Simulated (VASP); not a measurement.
# V: relaxation of cell and atoms with PBE

The system is V.

```
V
1.0
     1.51500    1.51500    1.51500
    -1.51500    1.51500    1.51500
    -1.51500   -1.51500    1.51500
V
1
Direct
  0.00000 0.00000 0.00000
```

```json
{"Program": "VASP 6.6.1", "Task": "relaxation of cell and atoms", "Functional": "PBE", "Potentials or basis": "VASP PAW PBE potentials, release 64 (V_sv)", "Cutoff": "600 eV", "k mesh": "11 × 11 × 11", "Occupations": "fermi-dirac, width 0.1 eV", "Spin": "collinear spin, ferromagnetic start", "Starting moments": "[1.5] μB", "Dipole correction": "no", "Further INCAR settings": "ALGO = Normal; EDIFF = 1e-06; IBRION = 2; EDIFFG = -0.03; NSW = 80; ISIF = 3"}
```

```
Relaxed volume                                        : 13.50 Å³/atom
Relaxed cell                                          : a = 2.598 Å, b = 2.598 Å, c = 2.598 Å, α = 70.53°, β = 109.47°, γ = 70.53°
Space group after relaxing (to 0.1 Å)                 : Im-3m (No. 229)
Energy gained by relaxing                             : 6.8 meV/atom
Ionic steps                                           : 3
Pressure after relaxing                               : 0.0 GPa
Net moment                                            : 0.00 μB per cell
Valence electrons inside the program's atomic spheres : V 11.65
```

Step by step:
```
step  energy change (eV)  largest force (eV/Å)  pressure (GPa)  volume (Å³)
   1              0.0000                0.0000           -5.13        13.91
   2              0.0029                0.0000            6.90        13.03
   3             -0.0068                0.0000           -0.05        13.50
```

Final structure:
```
V
1.0
     1.50001    1.50001    1.50001
    -1.50001    1.50001    1.50001
    -1.50001   -1.50001    1.50001
V
1
Direct
  0.00000 0.00000 0.00000
```

Levels at points of the mesh, in eV from the Fermi level:
Spin up:
| k point | band 4 | band 5 | band 6 | band 7 | band 8 | band 9 |
| --- | --- | --- | --- | --- | --- | --- |
| (0.00, 0.00, 0.00) | -37.04 | -6.60 | 0.40 | 0.40 | 0.40 | 2.40 |
Spin down:
```
           k point  band 2  band 3  band 4  band 5  band 6  band 7  band 8  band 9  band 10  band 11
(0.00, 0.00, 0.00)  -37.04  -37.04  -37.04   -6.60    0.40    0.40    0.40    2.40     2.40    20.45
```

It took 55 s on 1 thread of Intel Xeon 8259CL (shared host), peak memory 0.16 GiB.
